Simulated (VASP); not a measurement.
A run of VASP 6.6.1:

File POSCAR:

```
Au
1.0
    1.4113099650     -2.5559330250      0.0000000000
    1.4113099650      2.5559330250      0.0000000000
    0.0000000000      0.0000000000      4.8931696100
Au
2
Direct
    0.6653279700      0.3346720300      0.2500000000
    0.3346720300      0.6653279700      0.7500000000
```

The input INCAR.step1:

```
SYSTEM = Au
PREC = Accurate ; ENCUT = 520
ISMEAR = 0 ; SIGMA = 0.1
LREAL = .False. ; LASPH = .True.
NELM = 60 ; NBANDS = 18
GGA = PE ; ALGO = Normal
EDIFF = 1E-4 ; LWAVE = .True.
LCHARG = .False.
```

File INCAR.step2:

```
SYSTEM = Au
PREC = Accurate ; ENCUT = 520
EDIFF = 1E-6 ; ISMEAR = 0
SIGMA = 0.1 ; LREAL = .False.
LASPH = .True. ; NELM = 60
ALGO = Normal ; ISIF = 2
LWAVE = .False. ; LCHARG = .True.
METAGGA = R2SCAN ; LMIXTAU = .True.
LELF = .True. ; LVHAR = .True.
NBANDS = 18 ; ISTART = 1
```

Contents of KPOINTS:

```
Automatic mesh
0
Gamma
  16 16 10
  0 0 0
```

Potentials or basis: VASP PAW PBE potentials, release 64 (Au).

Launch:

```sh
$ cat potpaw_PBE.64/Au/POTCAR > POTCAR
$ cp INCAR.step1 INCAR
$ mpirun -np 1 vasp_std > vasp.out
$ cp INCAR.step2 INCAR
$ mpirun -np 1 vasp_std > vasp.out
```

Hardware: 1 thread of Intel(R) Xeon(R) 6975P-C (Granite Rapids), on a shared host.

**Question.** Estimate the wall time of this run.

**Answer.** Wall time 6.3 min on 1 thread of Intel(R) Xeon(R) 6975P-C (Granite Rapids) (shared host), peak memory 0.34 GiB. Counts: k points 438.
